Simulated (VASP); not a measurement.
## Ba: single point with PBE

Ba:

```
Ba
1.0
     3.59177   -2.51690    0.00000
     3.59177    2.51690    0.00000
     0.00000    0.00000    7.19005
Ba
2
Direct
  0.25323 0.74677 0.75000
  0.74677 0.25323 0.25000
```

```json
{
 "Program": "VASP 6.6.1",
 "Task": "single point",
 "Functional": "PBE",
 "Potentials or basis": "VASP PAW PBE potentials, release 64 (Ba_sv)",
 "Cutoff": "520 eV",
 "k mesh": "11 × 11 × 6",
 "Occupations": "fermi-dirac, width 0.05 eV",
 "Spin": "no spin polarisation"
}
```

```json
{
 "Pressure": "-0.2 GPa",
 "Largest force": "0.022 eV/Å",
 "Band gap on the k mesh": "zero (bands 10 and 11 overlap by 0.94 eV)"
}
```

Forces in eV/Å, atoms in the order of the input:
```
Ba   0.000  0.022  0.000
Ba   0.000 -0.022  0.000
```

Levels at points of the mesh, in eV from the Fermi level:
| k point | band 6 | band 7 | band 8 | band 9 | band 10 | band 11 | band 12 | band 13 | band 14 | band 15 |
| --- | --- | --- | --- | --- | --- | --- | --- | --- | --- | --- |
| (0.00, 0.00, 0.00) | -13.90 | -13.90 | -13.90 | -2.73 | -0.87 | 0.74 | 1.14 | 1.76 | 1.82 | 1.82 |
| (0.00, 0.00, 0.50) | -13.97 | -13.90 | -13.90 | -1.75 | -1.75 | 1.13 | 1.13 | 1.19 | 1.19 | 2.89 |

Run time: 2.9 min on 1 thread of Intel(R) Xeon(R) Platinum 8488C (Sapphire Rapids), on a shared host, peak memory 0.43 GiB.

Caveat: spin-orbit coupling is left out, which moves the levels of the heavy elements.
